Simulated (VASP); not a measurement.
Wanted: the native input for a VASP 6.6.1 run.

```
Task                   : single point
Functional             : PBE
Potentials or basis    : VASP PAW PBE potentials, release 64 (Cu, O)
Cutoff                 : 520 eV
k mesh                 : 10 × 10 × 6
Occupations            : gaussian, width 0.05 eV
Spin                   : collinear spin
Starting moments       : [0.66, 0.66, 0.0, 0.0] μB
Hubbard terms          : Cu d U = 4.0 eV
Dipole correction      : no
Further INCAR settings : ALGO = Normal; EDIFF = 1e-06; NBANDS = 29
```

The structure of CuO lies in POSCAR:

```
CuO
1.0
    2.2935781470     -1.7301714705      0.0429392166
    2.2935781470      1.7301714705      0.0429392166
   -0.7491481818      0.0000000000      5.1079375387
Cu O
2 2
Direct
   -0.0057499030      0.4942450236      0.0018492990
    0.4942450236     -0.0057499030      0.5018492990
    0.5539679695      0.4345369099      0.2518507010
    0.4345369099      0.5539679695      0.7518507010
```

These files were run (other wordings do the same):

INCAR

```
ALGO = Normal ; EDIFF = 1E-6
ENCUT = 520 ; GGA = PE
ISIF = 2 ; ISMEAR = 0
ISPIN = 2 ; LASPH = T
LCHARG = F ; LDAU = T
LDAUJ = 0 0 ; LDAUL = 2 -1
LDAUPRINT = 1 ; LDAUTYPE = 2
LDAUU = 4 0 ; LMAXMIX = 4
LORBIT = 11 ; LREAL = F
LWAVE = F ; MAGMOM = 0.66 0.66 0 0
NBANDS = 29 ; NELM = 150
PREC = Accurate ; SIGMA = 0.05
```

KPOINTS

```
k-points
0
Gamma
  10 10 6
```

Potentials or basis: VASP PAW PBE potentials, release 64 (Cu, O).

Command:

```console
$ cat potpaw_PBE.64/Cu/POTCAR potpaw_PBE.64/O/POTCAR > POTCAR
$ mpirun -np 1 vasp_std > vasp.out
```

Results of the run:

The pressure is 6.9 GPa, the largest force is 0.006 eV/Å and the band gap on the k mesh is zero (filled and empty bands overlap). The net moment is 1.99 μB per cell and the site moments are Cu +0.65; O +0.30 μB. The valence electrons inside the program's atomic spheres are Cu 9.94; O 5.01.

Caveat: the cell stands under pressure.

Run time: 3.5 min on 1 thread of Intel(R) Xeon(R) Platinum 8488C (Sapphire Rapids) (shared host), peak memory 0.38 GiB.
